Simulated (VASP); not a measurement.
La2O: relaxation of cell and atoms with PBE

Crystal: La2O.

```
La O
1.0
     0.00000    3.19259    3.19259
     3.19259    0.00000    3.19259
     3.19259    3.19259    0.00000
La O
2 1
Direct
  0.25000 0.25000 0.25000
  0.75000 0.75000 0.75000
  0.00000 0.00000 0.00000
```

| Quantity | Value |
| --- | --- |
| Program | VASP 6.6.1 |
| Task | relaxation of cell and atoms |
| Functional | PBE |
| Potentials or basis | VASP PAW PBE potentials, release 64 (La, O) |
| Cutoff | 600 eV |
| k mesh | 12 × 12 × 12 |
| Occupations | gaussian, width 0.1 eV |
| Spin | no spin polarisation |
| Dipole correction | no |
| Further INCAR settings | ALGO = Normal; EDIFF = 1e-06; IBRION = 2; EDIFFG = -0.01; NSW = 100; ISIF = 3 |

The relaxed volume is 21.63 Å³/atom. The relaxed cell is a = 4.511 Å, b = 4.511 Å, c = 4.511 Å, α = 60.00°, β = 60.00°, γ = 60.00°, the space group after relaxing (to 0.05 Å) is Fm-3m (No. 225) and the energy gained by relaxing is 0.0 meV/atom. The ionic steps are 3 and the pressure after relaxing is 0.0 GPa. The band gap on the k mesh is zero (band 14 reaches 10.88 eV, above the bottom of band 15 at 8.75 eV).

Step by step:
```
step  energy change (eV)  largest force (eV/Å)  pressure (GPa)  volume (Å³)
   1              0.0000                0.0000           -0.20        65.08
   2             -0.0001                0.0000            0.10        64.82
   3             -0.0001                0.0000            0.00        64.90
```

Final structure:
```xyz
3
Lattice="0.0000 3.1896 3.1896 3.1896 0.0000 3.1896 3.1896 3.1896 0.0000" Properties=species:S:1:pos:R:3 pbc="T T T"
La    1.5948    1.5948    1.5948
La    4.7844    4.7844    4.7844
O     0.0000    0.0000    0.0000
```

Levels at points of the mesh, in eV from the Fermi level:
| k point | band 12 | band 13 | band 14 | band 15 | band 16 | band 17 |
| --- | --- | --- | --- | --- | --- | --- |
| (0.00, 0.00, 0.00) | -5.69 | -1.86 | -1.86 | -1.69 | 0.97 | 0.97 |
| (0.50, 0.00, 0.00) | -4.48 | -0.92 | 0.37 | 0.37 | 1.18 | 1.18 |
| (0.50, 0.50, 0.00) | -4.42 | -2.28 | -0.85 | 0.26 | 1.00 | 1.06 |

It took 3.2 min on 1 thread of Intel(R) Xeon(R) Platinum 8259CL CPU @ 2.50GHz (Skylake/Cascade Lake) (shared host), peak memory 0.29 GiB.

Caveat: spin-orbit coupling is left out, which moves the levels of the heavy elements.
